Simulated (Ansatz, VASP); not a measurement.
One calculation of BN, two programs

```
CELL_PARAMETERS angstrom
0.00000 1.80483 1.85897
1.80483 0.00000 1.85897
1.80483 1.80483 0.00000
ATOMIC_POSITIONS crystal
B 0.00000 0.00000 0.00000
N 0.25000 0.25000 0.25000
```

Change from the starting cell: uniaxial_z strain +3.0%.

Alike in both runs: task single point; functional HSE06; k mesh 8 × 8 × 8; no spin polarisation.

```csv
,VASP,Ansatz
version,VASP 6.6.1,Ansatz 0.2.0
potentials or method,"VASP PAW PBE potentials, release 64 (B, N)","plane waves, PAW"
plane-wave cutoff (eV),520,420
occupations,"gaussian, width 0.01 eV",fixed
valence electrons in the cell,8,8
```

```tsv
	VASP	Ansatz	Ansatz less VASP
gap on the k mesh at the Fermi level (eV)	5.47	5.49	+0.014
pressure (GPa)	-14.9	-15.3	-0.39
traceless stress, the component that is largest in VASP (GPa)	-12.93	-12.93	-0.001
```

Ansatz's warnings: stress exchange threshold loose, stress scf threshold loose.
